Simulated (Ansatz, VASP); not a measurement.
## Si in VASP and in Ansatz

Contents of INCAR:

```
ALGO     = Normal         # electronic algorithm
EDIFF    = 1E-6           # SCF threshold, eV
ENCUT    = 520            # plane-wave cutoff, eV
GGA      = CA             # functional
ISIF     = 2              # what is computed and relaxed
ISMEAR   = 0              # smearing method
LASPH    = T              # aspherical terms in the spheres
LCHARG   = F              # write CHGCAR
LREAL    = F              # projectors in reciprocal space
LWAVE    = F              # write WAVECAR
NBANDS   = 16             # bands
NELM     = 60             # most SCF steps
PREC     = Accurate       # precision mode
SIGMA    = 0.03           # smearing width, eV
```

KPOINTS

```
k-points
0
Gamma
  12 12 6
```

POSCAR

```
Si
1.0
    3.6181519190      0.0000000000      0.0000000000
   -1.8090759595      3.1334114766      0.0000000000
    0.0000000000      0.0000000000      6.9428717174
Si
4
Direct
    0.3333333333      0.6666666667      0.0773474439
    0.6666666667      0.3333333333      0.5773474439
    0.3333333333      0.6666666667      0.4226525561
    0.6666666667      0.3333333333      0.9226525561
```

Input for Ansatz:

```yaml
crystal:
  lattice:
    - [3.618151919, 0.0, 0.0]
    - [-1.8090759595, 3.1334114766, 0.0]
    - [0.0, 0.0, 6.9428717174]
  atoms:
    - { symbol: Si, position: [0.3333333333, 0.6666666667, 0.0773474439] }
    - { symbol: Si, position: [0.6666666667, 0.3333333333, 0.5773474439] }
    - { symbol: Si, position: [0.3333333333, 0.6666666667, 0.4226525561] }
    - { symbol: Si, position: [0.6666666667, 0.3333333333, 0.9226525561] }
basis:
  ecutwfc: 420
kpoints:
  mp_grid: { grid: [12, 12, 6] }
hamiltonian:
  xc: lda
  pseudopotentials: { kind: paw, azcp: { folder: soft_1 } }
scf:
  occupations: { method: gaussian, width: 0.03 }
output:
  forces: true
  stress: true
  eigenvalues: true
```

Alike in both runs: task single point; functional LDA; k mesh 12 × 12 × 6; occupations gaussian, width 0.03 eV; no spin polarisation.

|  | VASP | Ansatz |
| --- | --- | --- |
| version | VASP 6.6.1 | Ansatz 0.2.0 |
| potentials or method | VASP PAW LDA potentials, release 64 (Si), cutoff 520 eV | scalar-relativistic, plane waves, PAW |
| valence electrons in the cell | 16 | 16 |

Ansatz gave:

* gap on the k mesh at the Fermi level (eV): none
* pressure (GPa): -1.7
* traceless stress, the component that is largest in VASP (GPa): -13.30
* rms of the force components (eV/Å): 0.582

**Question.** Which values does VASP return?

**Answer.** gap on the k mesh at the Fermi level (eV): none; pressure (GPa): -1.7; traceless stress, the component that is largest in VASP (GPa): -13.39; rms of the force components (eV/Å): 0.578.

Ansatz warns that its potentials were made for another functional, while VASP's fit it. LDA's correlation is that of Perdew and Zunger in VASP and of Perdew and Wang (1992) in Ansatz. Atom by atom the forces differ by 0.004 eV/Å (rms over components). A gap of «none» marks a metal or a gap that the smearing closes.
